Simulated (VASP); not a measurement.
# Zn3SeS2 (P3m1) in VASP: further runs, part 2 of 2

VASP 6.6.1. The steps go on from the part before.

## Step 4: Single point, PBE

This run uses another cell than the first one, of 21.26 Å³/atom, 1.031 times its volume.

INCAR reads:

```
  ALGO = Normal
  EDIFF = 1E-6
  ENCUT = 520
  GGA = PE
  ISIF = 2
  ISMEAR = 0
  LASPH = True
  LCHARG = False
  LREAL = False
  LWAVE = False
  NBANDS = 36
  NELM = 60
  PREC = Accurate
  SIGMA = 0.01
```

KPOINTS reads:

```
k-points
0
Gamma
  12 12 4
```

POSCAR reads:

```
Zn3SeS2
1.0
    3.9165017785     -0.0000000289      0.0000000000
   -1.9582508642      3.3917900486      0.0000000000
    0.0000000000      0.0000000000      9.6028549017
Zn Se S
3 1 2
Direct
    0.0000000000      0.0000000000      0.0096589407
    0.6666666667      0.3333333333      0.3333867573
    0.3333333333      0.6666666667      0.6564387508
    0.0000000000      0.0000000000      0.7514900136
    0.6666666667      0.3333333333      0.0874450718
    0.3333333333      0.6666666667      0.4115794658
```

Started as:

```sh
$ cat potpaw_PBE.64/Zn/POTCAR potpaw_PBE.64/Se/POTCAR potpaw_PBE.64/S/POTCAR > POTCAR
$ mpirun -np 1 vasp_std > vasp.out
```

It took 4.6 min on 1 thread of Intel Xeon Platinum 8259CL at 2.50GHz (Skylake/Cascade Lake), shared host; peak memory 0.42 GiB.

Results (log left out):

- Free energy: -19.6701 eV
- Pressure: 0.2 GPa
- Largest force: 0.005 eV/Å
- Band gap on the k mesh: 1.43 eV, direct

Forces on the atoms (eV/Å):
```
Zn   0.000  0.000  0.002
Zn   0.000  0.000  0.001
Zn   0.000  0.000 -0.005
Se   0.000  0.000  0.005
S    0.000  0.000  0.000
S    0.000  0.000 -0.002
```

Levels at points of the mesh, in eV from the valence-band top:
| k point | band 25 | band 26 | band 27 | band 28 | band 29 | band 30 |
| --- | --- | --- | --- | --- | --- | --- |
| (0.00, 0.00, 0.00) | -0.28 | 0.00 | 0.00 | 1.43 | 2.69 | 3.11 |
| (0.50, 0.00, 0.00) | -1.91 | -1.66 | -1.13 | 3.04 | 3.56 | 3.68 |
| (0.00, 0.00, 0.50) | -0.74 | -0.06 | -0.06 | 2.49 | 2.53 | 3.01 |
| (0.50, 0.00, 0.50) | -1.95 | -1.08 | -0.95 | 2.73 | 3.45 | 3.73 |

A k mesh can miss the band edges.

## Step 5: Single point, r2SCAN

This run uses another cell than the first one, of 21.26 Å³/atom, 1.031 times its volume.

POSCAR reads:

```
Zn3SeS2
1.0
    3.9172798959     -0.0000000289      0.0000000000
   -1.9586399229      3.3924639180      0.0000000000
    0.0000000000      0.0000000000      9.5996207000
Zn Se S
3 1 2
Direct
    0.0000000000      0.0000000000      0.0095910000
    0.6666666667      0.3333333333      0.3334870000
    0.3333333333      0.6666666667      0.6565060000
    0.0000000000      0.0000000000      0.7514400000
    0.6666666667      0.3333333333      0.0874180000
    0.3333333333      0.6666666667      0.4115570000
```

INCAR.step1 reads:

```
SYSTEM = Zn3SeS2
PREC     = Accurate       ! precision mode
ENCUT    = 520            ! plane-wave cutoff, eV
ISMEAR   = 0              ! smearing method
SIGMA    = 0.02           ! smearing width, eV
LREAL    = .False.        ! projectors in reciprocal space
LASPH    = .True.         ! aspherical terms in the spheres
NELM     = 60             ! most SCF steps
NBANDS   = 36             ! bands
GGA      = PE             ! functional
ALGO     = Normal         ! electronic algorithm
EDIFF    = 1E-4           ! SCF threshold, eV
LWAVE    = .True.         ! write WAVECAR
LCHARG   = .False.        ! write CHGCAR
```

INCAR.step2 reads:

```
SYSTEM = Zn3SeS2
PREC     = Accurate       ! precision mode
ENCUT    = 520            ! plane-wave cutoff, eV
EDIFF    = 1E-6           ! SCF threshold, eV
ISMEAR   = 0              ! smearing method
SIGMA    = 0.02           ! smearing width, eV
LREAL    = .False.        ! projectors in reciprocal space
LASPH    = .True.         ! aspherical terms in the spheres
NELM     = 60             ! most SCF steps
ALGO     = Normal         ! electronic algorithm
ISIF     = 2              ! what is computed and relaxed
LWAVE    = .False.        ! write WAVECAR
LCHARG   = .False.        ! write CHGCAR
METAGGA  = R2SCAN         ! meta-GGA
LMIXTAU  = .True.       
NBANDS   = 36             ! bands
ISTART   = 1
```

KPOINTS reads:

```
regular mesh
0
Gamma
  12 12 4
  0 0 0
```

Potentials or basis: VASP PAW PBE potentials, release 64 (Zn, Se, S).

Started as:

```sh
$ cat potpaw_PBE.64/Zn/POTCAR potpaw_PBE.64/Se/POTCAR potpaw_PBE.64/S/POTCAR > POTCAR
$ cp INCAR.step1 INCAR
$ mpirun -np 1 vasp_std > vasp.out
$ cp INCAR.step2 INCAR
$ mpirun -np 1 vasp_std > vasp.out
```

OUTCAR:

```text
SYSTEM = Zn3SeS2
   PREC = Accurate
   ENCUT = 520
   EDIFF = 1E-6
   ISMEAR = 0
   LREAL = .False.
   LASPH = .True.
   NELM = 60
   ISIF = 2
   METAGGA = R2SCAN
   ISTART = 1

 ion  position               nearest neighbor table
   1  0.000  0.000  0.010-   5 2.38   5 2.38   5 2.38   4 2.48
   2  0.667  0.333  0.333-   5 2.36   6 2.38   6 2.38   6 2.38
   3  0.333  0.667  0.657-   6 2.35   4 2.44   4 2.44   4 2.44
   4  0.000  0.000  0.751-   3 2.44   3 2.44   3 2.44   1 2.48
   5  0.667  0.333  0.087-   2 2.36   1 2.38   1 2.38   1 2.38
   6  0.333  0.667  0.412-   3 2.35   2 2.38   2 2.38   2 2.38

  LATTYP: Found a hexagonal cell.
[... 1142 lines left out ...]
  -------------------------------------------------------------------------------------
  Total       -1.7379291     -1.7379291     -1.7090594     -0.0000000      0.0000000     -0.0000000
  in kB      -21.8267318    -21.8267318    -21.4641571     -0.0000000      0.0000000     -0.0000000
  external PRESSURE =     -21.7058736 kB  Pullay stress =       0.0000000 kB

 VOLUME and BASIS-vectors are now :
 -----------------------------------------------------------------------------
  energy-cutoff  :      520.00
  volume of cell :      127.57
      direct lattice vectors                 reciprocal lattice vectors
     3.917279896 -0.000000029  0.000000000     0.255279181  0.147385501  0.000000000
    -1.958639923  3.392463918  0.000000000     0.000000002  0.294771007  0.000000000
     0.000000000  0.000000000  9.599620700     0.000000000  0.000000000  0.104170782

 POSITION                                       TOTAL-FORCE (eV/Angst)
 -----------------------------------------------------------------------------------
      0.00000      0.00000      0.09207         0.000000     -0.000000     -0.009911
      1.95864      1.13082      3.20135        -0.000000      0.000000     -0.001019
      0.00000      2.26164      6.30221        -0.000000      0.000000      0.016039
      0.00000      0.00000      7.21354        -0.000000     -0.000000     -0.030801
      1.95864      1.13082      0.83918        -0.000000      0.000000      0.012844
      0.00000      2.26164      3.95079        -0.000000      0.000000      0.012848
 -----------------------------------------------------------------------------------
    total drift:                               -0.000068      0.000039      0.008794

  FREE ENERGIE OF THE ION-ELECTRON SYSTEM (eV)
  ---------------------------------------------------
  free  energy   TOTEN  =       -62.5464785499 eV

  energy  without entropy=      -62.5464785499  energy(sigma->0) =      -62.54647855
```

OUTCAR.step1:

```text
SYSTEM = Zn3SeS2
   PREC = Accurate
   ENCUT = 520
   ISMEAR = 0
   LREAL = .False.
   LASPH = .True.
   NELM = 60
[... 1173 lines left out ...]
      0.00000      0.00000      7.21354         0.000000     -0.000000      0.003618
      1.95864      1.13082      0.83918         0.000000     -0.000000      0.000052
      0.00000      2.26164      3.95079        -0.000000      0.000000      0.001089
 -----------------------------------------------------------------------------------
    total drift:                                0.000000      0.000001     -0.002619

  FREE ENERGIE OF THE ION-ELECTRON SYSTEM (eV)
  ---------------------------------------------------
  free  energy   TOTEN  =       -19.6700708980 eV

  energy  without entropy=      -19.6700708980  energy(sigma->0) =      -19.67007090
```

Run time: 14 min. Hardware: 1 thread of Oxide Virtual Turin-like, shared host; peak memory 0.42 GiB.

What came out:

```yaml
Free_energy: -62.5465 eV
Pressure: -2.2 GPa
Largest_force: 0.031 eV/Å
Band_gap_on_the_k_mesh: 1.98 eV, direct
```

Forces on the atoms (eV/Å):
```
Zn   0.000  0.000 -0.010
Zn   0.000  0.000 -0.001
Zn   0.000  0.000  0.016
Se   0.000  0.000 -0.031
S    0.000  0.000  0.013
S    0.000  0.000  0.013
```

Levels at points of the mesh, in eV from the valence-band top:
```csv
k point,band 25,band 26,band 27,band 28,band 29,band 30
"(0.00, 0.00, 0.00)",-0.28,0.00,0.00,1.98,3.18,3.65
"(0.50, 0.00, 0.00)",-1.92,-1.69,-1.15,3.37,3.98,4.16
"(0.00, 0.00, 0.50)",-0.76,-0.06,-0.06,3.00,3.02,3.55
"(0.50, 0.00, 0.50)",-1.99,-1.10,-0.97,3.23,3.81,4.12
```

Caveat: the PAW data sets were made with another functional, which shifts forces and pressure a little. r2SCAN opens gaps a little over a GGA but as a rule still falls short of measured ones.

## Step 6: Summary

```csv
level,cell,smearing,gap on the mesh (eV),pressure (GPa),largest force (eV/Å)
PBE,"a = 3.877, b = 3.877, c = 9.506 Å, angles 90.0, 90.0, 120.0°, 6 atoms",gaussian 0.02 eV,1.55,2.3,0.01
PBE,"a = 3.917, b = 3.917, c = 9.600 Å, angles 90.0, 90.0, 120.0°, 6 atoms",gaussian 0.02 eV,1.43,0.2,0.01
PBE,"a = 3.917, b = 3.917, c = 9.603 Å, angles 90.0, 90.0, 120.0°, 6 atoms",gaussian 0.01 eV,1.43,0.2,0.01
r2SCAN,"a = 3.917, b = 3.917, c = 9.600 Å, angles 90.0, 90.0, 120.0°, 6 atoms",gaussian 0.02 eV,1.98,-2.2,0.03
```

Alike in all rows: task single point; potentials or basis VASP PAW PBE potentials, release 64 (Zn, Se, S); no spin polarisation; k mesh 12 × 12 × 4; cutoff (eV) 520.

Caveats: the PAW data sets were made with another functional, which shifts forces and pressure a little (some runs).

Total energies depend on the potentials used, so only differences within one code and one set of settings carry meaning.
